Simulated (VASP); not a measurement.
# Rb (P6/mmm) in VASP: a series of runs, part 2 of 2

VASP 6.6.1. Earlier steps stand in the parts before.

### Step 4. Single point, PBE

This run uses another cell than the first one, of 54.96 Å³/atom.

File INCAR:

```
SYSTEM = Rb
ALGO     = Normal         ! electronic algorithm
EDIFF    = 1E-7           ! SCF threshold, eV
ENCUT    = 520            ! plane-wave cutoff, eV
GGA      = PE             ! functional
ISIF     = 2              ! what is computed and relaxed
ISMEAR   = -1             ! smearing method
LASPH    = .TRUE.         ! aspherical terms in the spheres
LCHARG   = .FALSE.        ! write CHGCAR
LREAL    = .FALSE.        ! projectors in reciprocal space
LWAVE    = .FALSE.        ! write WAVECAR
NBANDS   = 20             ! bands
NELM     = 60             ! most SCF steps
PREC     = Accurate       ! precision mode
SIGMA    = 0.05           ! smearing width, eV
```

File KPOINTS:

```
k-points
0
G
  5 5 7
  0 0 0
```

File POSCAR:

```
Rb
1.0
    6.8301175306      0.0000000000      0.0000000000
   -3.4150587653      5.9150552923      0.0000000000
    0.0000000000      0.0000000000      4.0807773268
Rb
3
Direct
    0.0000000000      0.0000000000      0.0000000000
    0.3333333333      0.6666666667      0.5000000000
    0.6666666667      0.3333333333      0.5000000000
```

Potentials or basis: VASP PAW PBE potentials, release 64 (Rb_sv).

Launch:

```console
cat potpaw_PBE.64/Rb_sv/POTCAR > POTCAR
mpirun -np 1 vasp_std > vasp.out
```

OUTCAR:

```text
SYSTEM = Rb
   EDIFF = 1E-7
   ENCUT = 520
   GGA = PE
   ISIF = 2
   ISMEAR = -1
   LASPH = .TRUE.
   LREAL = .FALSE.
   NELM = 60
   PREC = Accurate

 ion  position               nearest neighbor table
   1  0.000  0.000  0.000-   2 4.44   3 4.44   2 4.44   3 4.44   2 4.44   2 4.44   3 4.44   3 4.44
                             3 4.44   3 4.44   2 4.44   2 4.44
   2  0.333  0.667  0.500-   3 3.94   3 3.94   3 3.94   1 4.44   1 4.44   1 4.44   1 4.44   1 4.44
                             1 4.44   3 5.67   3 5.67   3 5.67   3 5.67   3 5.67   3 5.67
   3  0.667  0.333  0.500-   2 3.94   2 3.94   2 3.94   1 4.44   1 4.44   1 4.44   1 4.44   1 4.44
                             1 4.44   2 5.67   2 5.67   2 5.67   2 5.67   2 5.67   2 5.67

  LATTYP: Found a hexagonal cell.
 ALAT       =     6.8301175306
 C/A-ratio  =     0.5974680975

  Lattice vectors:

 A1 = (   6.8301175306,   0.0000000000,   0.0000000000)
 A2 = (  -3.4150587653,   5.9150552923,   0.0000000000)
 A3 = (   0.0000000000,   0.0000000000,   4.0807773268)

Analysis of symmetry for initial positions (statically):
=====================================================================
 Subroutine PRICEL returns:
 Original cell was already a primitive cell.

 Routine SETGRP: Setting up the symmetry group for a
 hexagonal supercell.

 Subroutine GETGRP returns: Found 24 space group operations
 (whereof 24 operations were pure point group operations)
 out of a pool of 24 trial point group operations.

The static configuration has the point symmetry D_6h.

Analysis of symmetry for dynamics (positions and initial velocities):
=====================================================================
 Subroutine PRICEL returns:
 Original cell was already a primitive cell.

 Routine SETGRP: Setting up the symmetry group for a
 hexagonal supercell.

 Subroutine GETGRP returns: Found 24 space group operations
 (whereof 24 operations were pure point group operations)
 out of a pool of 24 trial point group operations.

The dynamic configuration has the point symmetry D_6h.

 Subroutine INISYM returns: Found 24 space group operations
 (whereof 24 operations are pure point group operations),
[... 113 lines left out ...]
     AMIX_MAG =   1.60;   BMIX_MAG =  1.00
  volume/ion in A,a.u.               =      54.96       370.86
  Fermi-wavevector in a.u.,A,eV,Ry     =   0.895680  1.692589 10.915170  0.802242
  Thomas-Fermi vector in A             =   2.018042
   LORBIT       =      0    0 simple, 1 ext, 2 COOP (PROOUT), +10 PAW based schemes
   GGA     = PE    functional components
   LHFCALC =     F    Hartree Fock is set to
   AEXX    =    0.0000 exact exchange contribution
   IVDW    =     0    specifies the selected vdW correction
   LEPSILON=     F    determine dielectric tensor
   LRPA    =     F    only Hartree local field effects (RPA)
 non-spin polarized calculation
  energy-cutoff  :      520.00
  volume of cell :      164.87
 maximum number of plane-waves:      4455
 NGX is ok and might be reduce to    54
   NGX = 25   NGY = 25   NGZ = 15

 number of electron      26.9999999 magnetization

 Free energy of the ion-electron system (eV)
  ---------------------------------------------------
  ext. energy  EPLUGINS =         0.00000000
  ---------------------------------------------------
  free energy    TOTEN  =        -1.97940902 eV

  energy without entropy =       -1.95641218  energy(sigma->0) =       -1.96791060

 E-fermi :   1.4943     XC(G=0):  -6.8536

 val. band max:        1.4265164284   @ k =   0.4000  -0.0000   0.2857
 cond. band min:       1.5033230387   @ k =   0.2000   0.2000   0.1429
 fundamental gap:      0.0768066103
 Fermi energy:         1.4943377150

 k-point     1 :       0.0000    0.0000    0.0000
  band No.  band energies     occupation
      1     -27.4032      2.00000
      2     -27.3533      2.00000
      3     -27.2127      2.00000
      4     -11.6912      2.00000
      5     -11.6912      2.00000
      6     -11.4897      2.00000
[... 449 lines left out ...]
     19       3.9372      0.00000
     20       4.4945      0.00000

------------------------ aborting loop because EDIFF is reached ----------------------------------------

  FORCE on cell =-STRESS in cart. coord.  units (eV):
  Direction    XX          YY          ZZ          XY          YZ          ZX
  --------------------------------------------------------------------------------------
  -------------------------------------------------------------------------------------
  Total        3.6289952      3.6289952      3.6631203      0.0000000      0.0000000      0.0000000
  in kB       35.2668843     35.2668843     35.5985151      0.0000000      0.0000000      0.0000000
  external PRESSURE =      35.3774279 kB  Pullay stress =       0.0000000 kB

 VOLUME and BASIS-vectors are now :
 -----------------------------------------------------------------------------
  energy-cutoff  :      520.00
  volume of cell :      164.87
      direct lattice vectors                 reciprocal lattice vectors
     6.830117531  0.000000000  0.000000000     0.146410365  0.084530064  0.000000000
    -3.415058765  5.915055292  0.000000000     0.000000000  0.169060127  0.000000000
     0.000000000  0.000000000  4.080777327     0.000000000  0.000000000  0.245051352

 POSITION                                       TOTAL-FORCE (eV/Angst)
 -----------------------------------------------------------------------------------
      0.00000      0.00000      0.00000        -0.000000      0.000000      0.000000
     -0.00000      3.94337      2.04039        -0.000000      0.000000      0.000000
      3.41506      1.97169      2.04039         0.000000      0.000000      0.000000
 -----------------------------------------------------------------------------------
    total drift:                                0.000000      0.000000      0.000000

  FREE ENERGIE OF THE ION-ELECTRON SYSTEM (eV)
  ---------------------------------------------------
  free  energy   TOTEN  =        -1.9794090173 eV

  energy  without entropy=       -1.9564121788  energy(sigma->0) =       -1.96791060
```

Wall time 37 s (1 thread of Intel Xeon 6975P-C (Granite Rapids), shared host); peak memory 0.27 GiB.

Results:

```
Free energy            : -1.9794 eV
Pressure               : 3.5 GPa
Band gap on the k mesh : zero (an odd number of electrons rules out a gap without spin polarisation)
```

Caveat: the cell stands under pressure.
